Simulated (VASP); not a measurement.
A run of VASP 6.6.1:

INCAR

```
SYSTEM = Be2C
PREC = Accurate
ENCUT = 600
EDIFF = 1E-6
ISMEAR = 0
SIGMA = 0.05
LREAL = .False.
LASPH = .True.
NELM = 120
ALGO = Normal
ISIF = 2
LWAVE = .False.
LCHARG = .False.
GGA = PS
IVDW = 12
NBANDS = 11
GGA_COMPAT = .False.
```

The input KPOINTS:

```
Automatic mesh
0
Gamma
  7 7 7
  0 0 0
```

File POSCAR:

```
Be2C
1.0
    0.0324750000      2.1650000000      2.1650000000
    2.1650000000      0.0324750000      2.1650000000
    2.1974750000      2.1974750000      0.0000000000
Be C
2 1
Direct
    0.2500000000      0.2500000000      0.2500000000
    0.7500000000      0.7500000000      0.7500000000
    0.0000000000      0.0000000000      0.0000000000
```

Potentials or basis: VASP PAW PBE potentials, release 64 (Be, C).

Launch:

```console
$ cat potpaw_PBE.64/Be/POTCAR potpaw_PBE.64/C/POTCAR > POTCAR
$ mpirun -np 1 vasp_std > vasp.out
```

Hardware: 1 thread of AMD EPYC 7R43 64-Core Processor (Zen 3), with other jobs on the host.

Task: How long does it take, and how much memory?

Result: Run time: 18 s on 1 thread of AMD EPYC 7R43 64-Core Processor (Zen 3), with other jobs on the host, peak memory 0.13 GiB. Counts: scf iterations 11, k points 64.
